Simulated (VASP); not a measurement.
Crystal: InGa.

```
CELL_PARAMETERS angstrom
0.00000 3.12608 3.12608
3.12608 0.00000 3.12608
3.12608 3.12608 0.00000
ATOMIC_POSITIONS crystal
In 0.00000 0.00000 0.00000
Ga 0.75000 0.75000 0.75000
```

- Program: VASP 6.6.1
- Task: relaxation of cell and atoms
- Functional: PBEsol
- Potentials or basis: VASP PAW PBE potentials, release 64 (In_d, Ga_d)
- Cutoff: 600 eV
- k mesh: 12 × 12 × 12
- Occupations: gaussian, width 0.1 eV
- Spin: no spin polarisation

At the start: pressure -1.2 GPa; volume 30.55 Å³/atom.

Q: How do energy, volume and symmetry change on relaxing?

A: Over 3 steps the energy falls by 4.8 meV/atom and the volume is 29.36 Å³/atom (-3.9 %); space group F-43m (No. 216, to 0.1 Å) before and after.

The path:
```
step  energy change (eV)  largest force (eV/Å)  pressure (GPa)  volume (Å³)
   1              0.0000                0.0000           -1.25        61.10
   2             -0.0094                0.0000           -0.18        59.02
   3             -0.0096                0.0000            0.01        58.72
```

Final structure:
```yaml
crystal:
  lattice:
    - [0.00000, 3.08504, 3.08504]
    - [3.08504, 0.00000, 3.08504]
    - [3.08504, 3.08504, 0.00000]
  atoms:
    - { symbol: In, position: [0.00000, 0.00000, 0.00000] }
    - { symbol: Ga, position: [0.75000, 0.75000, 0.75000] }
```

Caveat: the PAW data sets were made with another functional, which shifts forces and pressure a little.
